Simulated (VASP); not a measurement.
Set up this calculation in VASP 6.6.1, as the native input.

- Task: single point
- Functional: PBE
- Potentials or basis: VASP PAW PBE potentials, release 64 (Zr_sv, S)
- Cutoff: 500 eV
- k mesh: 6 × 6 × 2
- Occupations: gaussian, width 0.01 eV
- Spin: no spin polarisation
- Dipole correction: no
- Further INCAR settings: ALGO = Normal; EDIFF = 1e-06; NBANDS = 19

The structure of ZrS2 lies in POSCAR:

```
ZrS2
1.0
    3.6913825500      0.0000000000      0.0000000000
   -1.8456912700      3.1968310600      0.0000000000
    0.0000000000      0.0000000000      6.0410770100
Zr S
1 2
Direct
    0.0000000000      0.0000000000      0.0000000000
    0.6666666667      0.3333333333      0.7620900300
    0.3333333333      0.6666666667      0.2379099700
```

These files were run (other wordings do the same):

INCAR

```
SYSTEM = ZrS2
PREC = Accurate ; ENCUT = 500
EDIFF = 1E-6 ; ISMEAR = 0
SIGMA = 0.01 ; LREAL = .FALSE.
LASPH = .TRUE. ; NELM = 120
ALGO = Normal ; ISIF = 2
LWAVE = .FALSE. ; LCHARG = .FALSE.
GGA = PE ; NBANDS = 19
GGA_COMPAT = .FALSE.
```

KPOINTS

```
Automatic mesh
0
G
  6 6 2
  0 0 0
```

Potentials or basis: VASP PAW PBE potentials, release 64 (Zr_sv, S).

Launch:

```sh
$ cat potpaw_PBE.64/Zr_sv/POTCAR potpaw_PBE.64/S/POTCAR > POTCAR
$ mpirun -np 1 vasp_std > vasp.out
```

It gave:

| Item | Value |
| --- | --- |
| Pressure | 0.5 GPa |
| Largest force | 0.038 eV/Å |
| Band gap on the k mesh | 1.07 eV, indirect (least direct gap 1.64 eV) |

Caveat: the k points lie up to 0.52 Å⁻¹ apart; this functional lacks dispersion, which binds the layers, so the pressure and a relaxed spacing across them are unreliable.

Wall time 21 s on 1 thread of Intel(R) Xeon(R) Platinum 8488C (Sapphire Rapids), with other jobs on the host, peak memory 0.19 GiB.
